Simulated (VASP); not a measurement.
Set up this calculation in VASP 6.6.1, as the native input.

```
Task                   : electric field gradients
Functional             : PBE
Potentials or basis    : VASP PAW PBE potentials, release 64 (Eu)
Cutoff                 : 520 eV
k mesh                 : 13 × 13 × 13
Occupations            : fermi-dirac, width 0.05 eV
Spin                   : collinear spin, ferromagnetic start
Starting moments       : [7.0] μB
Dipole correction      : no
Further INCAR settings : ALGO = Normal; EDIFF = 1e-08; NBANDS = 18
```

The structure of Eu lies in POSCAR:

```
Eu
1.0
   -2.2299900000      2.2299900000      2.2755000000
    2.2299900000     -2.2299900000      2.2755000000
    2.2299900000      2.2299900000     -2.2755000000
Eu
1
Direct
    0.0000000000      0.0000000000      0.0000000000
```

This cell differs from its parent crystal: x and y stretched by -2 %, z held.

One way to write it, as run:

INCAR

```
ALGO     = Normal         # electronic algorithm
EDIFF    = 1E-8           # SCF threshold, eV
ENCUT    = 520            # plane-wave cutoff, eV
GGA      = PE             # functional
ISIF     = 2              # what is computed and relaxed
ISMEAR   = -1             # smearing method
ISPIN    = 2              # spin polarisation
LASPH    = T              # aspherical terms in the spheres
LCHARG   = F              # write CHGCAR
LEFG     = T            
LMAXMIX  = 6              # l up to which the mixer works
LORBIT   = 11             # projections on sites
LREAL    = F              # projectors in reciprocal space
LWAVE    = F              # write WAVECAR
MAGMOM   = 7              # initial moments
NBANDS   = 18             # bands
NELM     = 150            # most SCF steps
PREC     = Accurate       # precision mode
SIGMA    = 0.05           # smearing width, eV
```

KPOINTS

```
k-points
0
Gamma
  13 13 13
```

Potentials or basis: VASP PAW PBE potentials, release 64 (Eu).

Run with:

```bash
$ cat potpaw_PBE.64/Eu/POTCAR > POTCAR
$ mpirun -np 1 vasp_std > vasp.out
```

Results of the run:

* Pressure: -1.1 GPa
* Net moment: 7.32 μB per cell
* Site moments: Eu +6.69 μB
* Largest electric field gradient by atom: Eu -1.0 V/Å²
* Valence electrons inside the program's atomic spheres: Eu 14.72

Caveat: the cell differs from its parent crystal (x and y stretched by -2 %, z held); without QUAD_EFG the Cq values of the log hold for a quadrupole moment of 1 mb, not for the nuclei.

It took 4.9 min on 1 thread of AMD EPYC 9R45 (Zen 5) (shared host), peak memory 0.37 GiB.
